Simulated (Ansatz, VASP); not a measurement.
# Si4HO8 in VASP and in Ansatz

```xyz
26
Lattice="10.6400 0.0000 0.0000 -2.6600 4.6073 0.0000 0.0000 0.0000 18.0000" Properties=species:S:1:pos:R:3 pbc="T T T"
Si   -0.0059    3.1099   11.7624
Si    0.0141    3.1022    7.2417
Si    2.6364    1.5407   10.6270
Si    2.6509    1.5482    7.3410
Si    5.3249    3.0923   10.6132
Si    5.3385    3.0935    7.3814
Si    8.0116    1.5727   10.6392
Si    8.0187    1.5709    7.3799
O     0.0035    3.1409    8.8673
O     2.5499    1.5312    8.9869
O     2.5960    0.0644   11.2849
O     2.6469    0.0422    6.7227
O    -1.3469    2.2961   11.3198
O    -1.3297    2.3272    6.7300
O     1.3281    2.3815   11.1263
O     1.3632    2.3401    6.7255
O     5.3347    3.0950    8.9986
O     8.0792    1.6055    9.0114
O     7.9636    0.0208   11.1537
O     7.9963    0.0259    6.8533
O     3.9906    2.3018   11.1212
O     4.0061    2.3144    6.8643
O     6.6578    2.3301   11.1547
O     6.6679    2.3190    6.8536
H     0.7232    2.6614    9.3109
H     0.0979    3.0799   13.2313
```

Alike in both runs: functional PBE; k mesh 2 × 4 × 1; no spin polarisation.

Ansatz relaxed the structure, and its values are those at the end. VASP's run is a single point on that final structure, the one shown.

|  | VASP | Ansatz |
| --- | --- | --- |
| version | VASP 6.6.1 | Ansatz 0.2.0 |
| potentials or method | VASP PAW PBE potentials, release 64 (Si, O, H) | scalar-relativistic, plane waves, PAW |
| plane-wave cutoff (eV) | 520 | 420 |
| occupations | gaussian, width 0.01 eV | fixed |
| valence electrons in the cell | 130 | 130 |

|  | VASP | Ansatz | Ansatz less VASP |
| --- | --- | --- | --- |
| gap on the k mesh at the Fermi level (eV) | 5.51 | 5.52 | +0.006 |
| least direct gap on the mesh (eV) | 5.51 | 5.52 | +0.006 |
| rms of the force components (eV/Å) | 0.022 | 0.003 | -0.0196 |

Ansatz's warnings: xc potential rough in thin density.
